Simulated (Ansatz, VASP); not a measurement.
## Ga2Sb2CO: VASP beside Ansatz

INCAR

```
  PREC = Accurate
  ENCUT = 520
  EDIFF = 1E-6
  ISMEAR = 0
  SIGMA = 0.1
  LREAL = False
  LASPH = True
  NELM = 100
  ALGO = Normal
  ISIF = 2
  LWAVE = False
  LCHARG = False
  LDIPOL = True
  IDIPOL = 3
  DIPOL = 0.5 0.5 0.352
  GGA = PE
  IVDW = 12
  NBANDS = 32
```

Contents of KPOINTS:

```
regular mesh
0
Gamma
  6 6 1
```

Contents of POSCAR:

```
Ga2Sb2CO
1.0
    4.3343814647      0.0000000000      0.0000000000
   -2.1671907324      3.7536844581      0.0000000000
    0.0000000000      0.0000000000     23.6197422994
Sb Ga O C
2 2 1 1
Direct
    0.0000000000      0.0000000000      0.1693498578
    0.3333333333      0.6666666667      0.3259656336
    0.3333333333      0.6666666667      0.2068080104
    0.6666666667      0.3333333333      0.3585874135
    1.3333333333      0.6666666667      0.5025347927
    1.3333333333      0.6666666667      0.5512228768
```

Input for Ansatz:

```yaml
crystal:
  lattice:
    - [4.3343814647, 0.0, 0.0]
    - [-2.1671907324, 3.7536844581, 0.0]
    - [0.0, 0.0, 23.6197422994]
  atoms:
    - { symbol: Sb, position: [0.0, 0.0, 0.1693498578] }
    - { symbol: Ga, position: [0.3333333333, 0.6666666667, 0.2068080104] }
    - { symbol: Sb, position: [0.3333333333, 0.6666666667, 0.3259656336] }
    - { symbol: Ga, position: [0.6666666667, 0.3333333333, 0.3585874135] }
    - { symbol: O, position: [1.3333333333, 0.6666666667, 0.5025347927] }
    - { symbol: C, position: [1.3333333333, 0.6666666667, 0.5512228768] }
basis:
  ecutwfc: 420
kpoints:
  mp_grid: { grid: [6, 6, 1] }
hamiltonian:
  xc: pbe
  pseudopotentials: { kind: paw, azcp: { folder: soft_1 } }
  dispersion: d3bj
scf:
  occupations: { method: gaussian, width: 0.1 }
output:
  forces: true
  eigenvalues: true
efield:
  axis: 3
  dipole_correction: true
  ramp_width: 0.04
```

Alike in both runs: task single point; functional PBE; dispersion D3(BJ); k mesh 6 × 6 × 1; occupations gaussian, width 0.1 eV; no spin polarisation.

|  | VASP | Ansatz |
| --- | --- | --- |
| version | VASP 6.6.1 | Ansatz 0.2.0 |
| potentials or method | VASP PAW PBE potentials, release 64 (Sb, Ga_d, O, C), cutoff 520 eV | scalar-relativistic, plane waves, PAW |
| valence electrons in the cell | 46 | 66 |

|  | VASP | Ansatz | Ansatz less VASP |
| --- | --- | --- | --- |
| gap on the k mesh at the Fermi level (eV) | 0.03 | 0.03 | -0.004 |
| least direct gap on the mesh (eV) | 0.16 | 0.16 | +0.005 |
| rms of the force components (eV/Å) | 0.237 | 0.506 | +0.2684 |

One of these differences is far larger than is usual between the two programs; its cause wasn't traced. VASP's potentials hold 46 valence electrons a cell and Ansatz's 66, so a difference there can come from the potentials and not from the codes.

Spin-orbit coupling is off throughout. Noted on VASP's run: the standard files for N, O and F lose accuracy on very short bonds.
